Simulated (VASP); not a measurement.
Crystal: TeP2.

```
Te P
1.0
     6.79456    0.00000    0.00000
    -3.39728    5.88427    0.00000
     0.00000    0.00000    3.26458
Te P
1 2
Direct
  0.00000 0.00000 0.70874
  0.33333 0.66667 0.33244
  0.66667 0.33333 0.33244
```

| Item | Value |
| --- | --- |
| Program | VASP 6.6.1 |
| Task | relaxation of cell and atoms |
| Functional | PBE |
| Potentials or basis | VASP PAW PBE potentials, release 64 (Te, P) |
| Cutoff | 600 eV |
| k mesh | 3 × 3 × 6 |
| Occupations | gaussian, width 0.1 eV |
| Spin | no spin polarisation |

At the start: pressure -9.4 GPa; volume 43.51 Å³/atom.

Problem. How do energy, volume and symmetry change on relaxing?

Solution. Over 29 steps the energy falls by 1585.3 meV/atom and the volume is 20.28 Å³/atom (-53.4 %); space group P6/mmm (No. 191, to 0.05 Å).

The path:
```csv
step,energy change (eV),largest force (eV/Å),pressure (GPa),volume (Å³)
1,0.0000,0.5678,-9.37,130.52
2,-2.8723,0.4177,-5.66,87.69
3,-2.9928,0.3812,-0.80,80.86
4,-2.9971,0.3807,-1.64,81.79
5,-3.3350,0.7783,-3.51,76.74
6,-4.3183,0.4016,-2.72,61.76
7,7.2087,12.1180,187.18,34.15
8,-4.4283,0.3437,-1.32,60.07
9,-3.1706,1.4714,35.64,46.61
10,-4.5510,0.2414,1.49,57.56
11,-4.5533,0.0861,5.61,55.18
12,-4.5705,0.1626,3.58,56.23
13,-4.5546,0.0503,-1.31,60.24
14,-4.5962,0.1098,0.98,58.02
15,-4.5986,0.1315,1.26,57.77
16,-4.5985,0.1562,2.30,57.00
17,-4.6007,0.1476,1.64,57.48
18,-4.6010,0.1530,1.89,57.29
19,-4.5959,0.2817,-2.45,60.36
20,-4.6110,0.2155,-0.19,58.64
21,-4.6160,0.2091,-0.17,58.73
22,-4.6302,0.1962,-0.09,59.00
23,-4.6567,0.1915,0.03,59.53
24,-4.7190,0.2270,-0.04,60.61
25,-4.6870,0.3182,-2.85,62.78
26,-4.7515,0.0755,-0.79,61.38
27,-4.7530,0.0132,-1.10,61.62
28,-4.7476,0.0449,1.86,59.52
29,-4.7559,0.0095,-0.05,60.83
```

Final structure:
```cif
data_structure
_symmetry_space_group_name_H-M 'P 1'
_symmetry_Int_Tables_number 1
_cell_length_a 4.9565
_cell_length_b 4.9565
_cell_length_c 2.8590
_cell_angle_alpha 90.000
_cell_angle_beta 90.000
_cell_angle_gamma 120.000
_cell_volume 60.83
loop_
_atom_site_label
_atom_site_type_symbol
_atom_site_fract_x
_atom_site_fract_y
_atom_site_fract_z
_atom_site_occupancy
Te1 Te 0.00000 0.00000 0.45555 1
P1 P 0.33333 0.66667 0.45904 1
P2 P 0.66667 0.33333 0.45904 1
```

Caveat: the volume moved by over 15 % at a fixed basis, so the end points are rough.
